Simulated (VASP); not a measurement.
# NaI (Fm-3m) in VASP: single point with LDA

Aim: the single point of NaI with LDA.

All numbers are computed with VASP 6.6.1; they aren't measurements. Logs are shortened: lines on timing, memory, paths and dates and some standing lists are left out, and cuts for length are marked.

**1. The cell of the first run**

Symmetry: Fm-3m, No. 225, cubic system. The conventional cell has a = 6.473 Å, b = 6.473 Å, c = 6.473 Å, α = 90.00°, β = 90.00°, γ = 90.00°. Within 4.3 Å of Na (site symmetry m-3m) lie 6 I at 3.24 Å. I (site symmetry m-3m) has 6 Na at 3.24 Å within 4.3 Å.

**2. Single point, LDA**

Input file INCAR:

```
PREC = Accurate ; ENCUT = 520
EDIFF = 1E-7 ; ISMEAR = 0
SIGMA = 0.05 ; LREAL = F
LASPH = T ; NELM = 60
ALGO = Normal ; ISIF = 2
LWAVE = F ; LCHARG = F
NBANDS = 14
```

Input file KPOINTS:

```
regular mesh
0
Gamma
  8 8 8
```

Input file POSCAR:

```
NaI
1.0
    0.0000000000      3.2364000000      3.2364000000
    3.2364000000      0.0000000000      3.2364000000
    3.2364000000      3.2364000000      0.0000000000
Na I
1 1
Direct
    0.0000000000      0.0000000000      0.0000000000
    0.5000000000      0.5000000000      0.5000000000
```

Potentials or basis: VASP PAW LDA potentials, release 64 (Na_pv, I).

Launch:

```bash
$ cat potpaw_LDA.64/Na_pv/POTCAR potpaw_LDA.64/I/POTCAR > POTCAR
$ mpirun -np 1 vasp_std > vasp.out
```

OUTCAR:

```text
PREC = Accurate
   ENCUT = 520
   EDIFF = 1E-7
   ISMEAR = 0
   LREAL = F
   LASPH = T
   NELM = 60
   ISIF = 2

 ion  position               nearest neighbor table
   1  0.000  0.000  0.000-
   2  0.500  0.500  0.500-

  LATTYP: Found a face centered cubic cell.
 ALAT       =     6.4728000000

  Lattice vectors:

 A1 = (   0.0000000000,   3.2364000000,   3.2364000000)
 A2 = (   3.2364000000,   0.0000000000,   3.2364000000)
 A3 = (   3.2364000000,   3.2364000000,   0.0000000000)

Analysis of symmetry for initial positions (statically):
=====================================================================
 Subroutine PRICEL returns:
 Original cell was already a primitive cell.

 Routine SETGRP: Setting up the symmetry group for a
 face centered cubic supercell.

 Subroutine GETGRP returns: Found 48 space group operations
 (whereof 48 operations were pure point group operations)
 out of a pool of 48 trial point group operations.

The static configuration has the point symmetry O_h .

Analysis of symmetry for dynamics (positions and initial velocities):
=====================================================================
 Subroutine PRICEL returns:
 Original cell was already a primitive cell.

 Routine SETGRP: Setting up the symmetry group for a
 face centered cubic supercell.

 Subroutine GETGRP returns: Found 48 space group operations
 (whereof 48 operations were pure point group operations)
 out of a pool of 48 trial point group operations.

The dynamic configuration has the point symmetry O_h .

 Subroutine INISYM returns: Found 48 space group operations
 (whereof 48 operations are pure point group operations),
 and found     1 'primitive' translations

----------------------------------------------------------------------------------------

                                     Primitive cell

  volume of cell :      67.7980

  direct lattice vectors                    reciprocal lattice vectors
     0.000000000  3.236400000  3.236400000    -0.154492646  0.154492646  0.154492646
     3.236400000  0.000000000  3.236400000     0.154492646 -0.154492646  0.154492646
     3.236400000  3.236400000  0.000000000     0.154492646  0.154492646 -0.154492646

  length of vectors
     4.576960773  4.576960773  4.576960773     0.267589113  0.267589113  0.267589113

  position of ions in fractional coordinates (direct lattice)
     0.000000000  0.000000000  0.000000000
     0.500000000  0.500000000  0.500000000

  ion indices of the primitive-cell ions
   primitive index   ion index
                 1           1
                 2           2

----------------------------------------------------------------------------------------

 KPOINTS: regular mesh

Automatic generation of k-mesh.
 Grid dimensions read from file:
 generate k-points for:    8    8    8

 Generating k-lattice:

  Cartesian coordinates                     Fractional coordinates (reciprocal lattice)
    -0.019311581  0.019311581  0.019311581     0.125000000  0.000000000  0.000000000
     0.019311581 -0.019311581  0.019311581     0.000000000  0.125000000  0.000000000
     0.019311581  0.019311581 -0.019311581     0.000000000  0.000000000  0.125000000

  Length of vectors
     0.033448639  0.033448639  0.033448639

  Shift w.r.t. Gamma in fractional coordinates (k-lattice)
     0.000000000  0.000000000  0.000000000

 Subroutine IBZKPT returns following result:
 ===========================================

 Found     29 irreducible k-points:

 Following reciprocal coordinates:
            Coordinates               Weight
  0.000000  0.000000  0.000000      1.000000
  0.125000  0.000000  0.000000      8.000000
  0.250000  0.000000  0.000000      8.000000
  0.375000  0.000000  0.000000      8.000000
  0.500000  0.000000  0.000000      4.000000
  0.125000  0.125000  0.000000      6.000000
[... 16 lines left out ...]
  0.500000  0.250000  0.125000     48.000000
 -0.375000  0.250000  0.125000     24.000000
 [... further k-points ...]
   k-points           NKPTS =     29   k-points in BZ     NKDIM =     29   number of bands    NBANDS=     14
   number of dos      NEDOS =    301   number of ions     NIONS =      2
   total plane-waves  NPLWV =  46656
   dimension x,y,z NGX =    36 NGY =   36 NGZ =   36
   dimension x,y,z NGXF=    72 NGYF=   72 NGZF=   72
   ions per type =               1   1
   NGX,Y,Z   is equivalent  to a cutoff of  13.08, 13.08, 13.08 a.u.
   NGXF,Y,Z  is equivalent  to a cutoff of  26.15, 26.15, 26.15 a.u.
 SYSTEM =  unknown system
   PREC   = accura    normal or accurate (medium, high low for compatibility)
   ISTART =      0    job   : 0-new  1-cont  2-samecut
   ICHARG =      2    charge: 1-file 2-atom 10-const
   ISPIN  =      1    spin polarized calculation?
   LNONCOLLINEAR =      F non collinear calculations
   LSORBIT =      F    spin-orbit coupling
   LASPH  =      T    aspherical Exc in radial PAW
   ENCUT  =  520.0 eV  38.22 Ry    6.18 a.u.   8.51  8.51  8.51*2*pi/ulx,y,z
   NELM   =     60;   NELMIN=  2; NELMDL= -5     # of ELM steps
   EDIFF  = 0.1E-06   stopping-criterion for ELM
   LREAL  =      F    real-space projection
   EDIFFG = 0.1E-05   stopping-criterion for IOM
   NSW    =      0    number of steps for IOM
   IBRION =     -1    ionic relax: 0-MD 1-quasi-New 2-CG
   NFREE  =      0    steps in history (QN), initial steepest desc. (CG)
   ISIF   =      2    stress and relaxation
   ISYM   =      2    0-nonsym 1-usesym 2-fastsym
   POTIM  = 0.5000    time-step for ionic-motion
   TEBEG  =    0.0;   TEEND  =   0.0 temperature during run
   PSTRESS=    0.0 pullay stress
   NELECT =      14.0000    total number of electrons
   NUPDOWN=      -1.0000    fix difference up-down
   EMIN   =  10.00;   EMAX   =-10.00  energy-range for DOS
   EFERMI =   0.00;   METHOD = LEGACY
   ISMEAR =     0;   SIGMA  =   0.05  broadening in eV -4-tet -1-fermi 0-gaus
   EFERMI_NEDOS =   21; number of points for ismear=-14 and -15
   IALGO  =     38    algorithm
   IMIX   =      4    mixing-type and parameters
     AMIX     =   0.40;   BMIX     =  1.00
     AMIX_MAG =   1.60;   BMIX_MAG =  1.00
  volume/ion in A,a.u.               =      33.90       228.76
  Fermi-wavevector in a.u.,A,eV,Ry     =   0.967636  1.828567 12.739397  0.936319
  Thomas-Fermi vector in A             =   2.097538
   LORBIT       =      0    0 simple, 1 ext, 2 COOP (PROOUT), +10 PAW based schemes
   GGA     = CA    functional components
   LHFCALC =     F    Hartree Fock is set to
   AEXX    =    0.0000 exact exchange contribution
   IVDW    =     0    specifies the selected vdW correction
   LEPSILON=     F    determine dielectric tensor
   LRPA    =     F    only Hartree local field effects (RPA)
 non-spin polarized calculation
 Gauss-broadening in eV      SIGMA  =   0.05
  energy-cutoff  :      520.00
  volume of cell :       67.80
 maximum number of plane-waves:      1850
 NGX is ok and might be reduce to    36
   NGX = 17   NGY = 17   NGZ = 17

 number of electron      14.0000001 magnetization

 Free energy of the ion-electron system (eV)
  ---------------------------------------------------
  ext. energy  EPLUGINS =         0.00000000
  ---------------------------------------------------
  free energy    TOTEN  =        -5.98187037 eV

  energy without entropy =       -5.98187037  energy(sigma->0) =       -5.98187037

 E-fermi :   0.8940     XC(G=0):  -8.1000

 val. band max:        0.6189090012   @ k =   0.0000   0.0000   0.0000
 cond. band min:       3.9642621664   @ k =   0.0000   0.0000   0.0000
 fundamental gap:      3.3453531652
 Fermi energy:         0.8940163999

 k-point     1 :       0.0000    0.0000    0.0000
  band No.  band energies     occupation
      1     -21.7684      2.00000
      2     -21.7684      2.00000
      3     -21.7684      2.00000
      4     -10.4647      2.00000
      5       0.6189      2.00000
      6       0.6189      2.00000
      7       0.6189      2.00000
      8       3.9643      0.00000
      9       8.4158      0.00000
     10       8.4158      0.00000
     11       8.4158      0.00000
     12      10.2849      0.00000
     13      10.2849      0.00000
     14      10.8113      0.00000

 k-point     2 :       0.1250    0.0000    0.0000
  band No.  band energies     occupation
      1     -21.7692      2.00000
      2     -21.7684      2.00000
      3     -21.7684      2.00000
      4     -10.4213      2.00000
      5       0.1318      2.00000
      6       0.5734      2.00000
      7       0.5734      2.00000
      8       4.5051      0.00000
      9       8.0278      0.00000
     10       8.5650      0.00000
     11       8.5650      0.00000
     12       9.8116      0.00000
     13       9.8116      0.00000
     14      11.2987      0.00000

 k-point     3 :       0.2500    0.0000    0.0000
  band No.  band energies     occupation
      1     -21.7712      2.00000
      2     -21.7686      2.00000
      3     -21.7686      2.00000
      4     -10.3125      2.00000
      5      -0.7239      2.00000
      6       0.4688      2.00000
      7       0.4688      2.00000
      8       5.2909      0.00000
      9       7.9372      0.00000
     10       8.4315      0.00000
     11       8.4315      0.00000
     12      10.0257      0.00000
     13      10.0257      0.00000
     14      10.7651      0.00000

 k-point     4 :       0.3750    0.0000    0.0000
  band No.  band energies     occupation
      1     -21.7731      2.00000
      2     -21.7687      2.00000
      3     -21.7687      2.00000
      4     -10.1973      2.00000
      5      -1.3849      2.00000
      6       0.3708      2.00000
      7       0.3708      2.00000
      8       5.4939      0.00000
      9       8.0461      0.00000
     10       8.0461      0.00000
     11       8.6878      0.00000
     12      10.4629      0.00000
     13      11.2493      0.00000
     14      11.2493      0.00000

 k-point     5 :       0.5000    0.0000    0.0000
  band No.  band energies     occupation
      1     -21.7740      2.00000
      2     -21.7687      2.00000
      3     -21.7687      2.00000
      4     -10.1475      2.00000
      5      -1.6281      2.00000
      6       0.3319      2.00000
      7       0.3319      2.00000
      8       5.4786      0.00000
      9       7.8959      0.00000
     10       7.8959      0.00000
     11       9.0924      0.00000
[... 276 lines left out ...]
 k-point    22 :       0.3750    0.2500    0.1250
  band No.  band energies     occupation
      1     -21.7715      2.00000
      2     -21.7695      2.00000
      3     -21.7688      2.00000
      4     -10.2346      2.00000
      5      -0.8730      2.00000
      6       0.0140      2.00000
      7       0.3207      2.00000
      8       6.0659      0.00000
      9       7.1855      0.00000
     10       7.5605      0.00000
     11       9.1805      0.00000
     12       9.6882      0.00000
     13      11.7055      0.00000
     14      12.9043      0.00000

 k-point    23 :       0.5000    0.2500    0.1250
  band No.  band energies     occupation
      1     -21.7725      2.00000
      2     -21.7700      2.00000
      3     -21.7690      2.00000
      4     -10.1440      2.00000
      5      -1.2085      2.00000
      6      -0.2414      2.00000
      7       0.1887      2.00000
      8       6.4251      0.00000
      9       7.0089      0.00000
     10       7.8413      0.00000
     11       8.9358      0.00000
     12      10.6561      0.00000
     13      12.4464      0.00000
     14      12.6894      0.00000

 k-point    24 :      -0.3750    0.2500    0.1250
  band No.  band energies     occupation
      1     -21.7730      2.00000
      2     -21.7700      2.00000
      3     -21.7692      2.00000
      4     -10.1053      2.00000
      5      -1.3467      2.00000
      6      -0.3219      2.00000
      7       0.1199      2.00000
      8       6.5440      0.00000
      9       6.7162      0.00000
     10       8.7078      0.00000
     11       8.7131      0.00000
     12      10.9261      0.00000
     13      11.8275      0.00000
     14      13.1163      0.00000

 [... further k-points ...]

------------------------ aborting loop because EDIFF is reached ----------------------------------------

  FORCE on cell =-STRESS in cart. coord.  units (eV):
  Direction    XX          YY          ZZ          XY          YZ          ZX
  --------------------------------------------------------------------------------------
  -------------------------------------------------------------------------------------
  Total       -0.6884433     -0.6884433     -0.6884433     -0.0000000      0.0000000      0.0000000
  in kB      -16.2690497    -16.2690497    -16.2690497     -0.0000000      0.0000000      0.0000000
  external PRESSURE =     -16.2690497 kB  Pullay stress =       0.0000000 kB

 VOLUME and BASIS-vectors are now :
 -----------------------------------------------------------------------------
  energy-cutoff  :      520.00
  volume of cell :       67.80
      direct lattice vectors                 reciprocal lattice vectors
     0.000000000  3.236400000  3.236400000    -0.154492646  0.154492646  0.154492646
     3.236400000  0.000000000  3.236400000     0.154492646 -0.154492646  0.154492646
     3.236400000  3.236400000  0.000000000     0.154492646  0.154492646 -0.154492646

 POSITION                                       TOTAL-FORCE (eV/Angst)
 -----------------------------------------------------------------------------------
      0.00000      0.00000      0.00000         0.000000     -0.000000      0.000000
      3.23640      3.23640      3.23640        -0.000000      0.000000     -0.000000
 -----------------------------------------------------------------------------------
    total drift:                                0.000000      0.000000      0.000000

  FREE ENERGIE OF THE ION-ELECTRON SYSTEM (eV)
  ---------------------------------------------------
  free  energy   TOTEN  =        -5.9818703698 eV

  energy  without entropy=       -5.9818703698  energy(sigma->0) =       -5.98187037
```

It took 37 s on 1 thread of Intel Xeon 8259CL, shared host; peak memory 0.18 GiB.

Results:

```yaml
Free_energy: -5.9819 eV
Pressure: -1.6 GPa
Band_gap_on_the_k_mesh: 3.35 eV
```

Caveat: spin-orbit coupling is left out, which moves the levels of the heavy elements. LDA gaps usually lie below the measured ones, often by a third to a half.
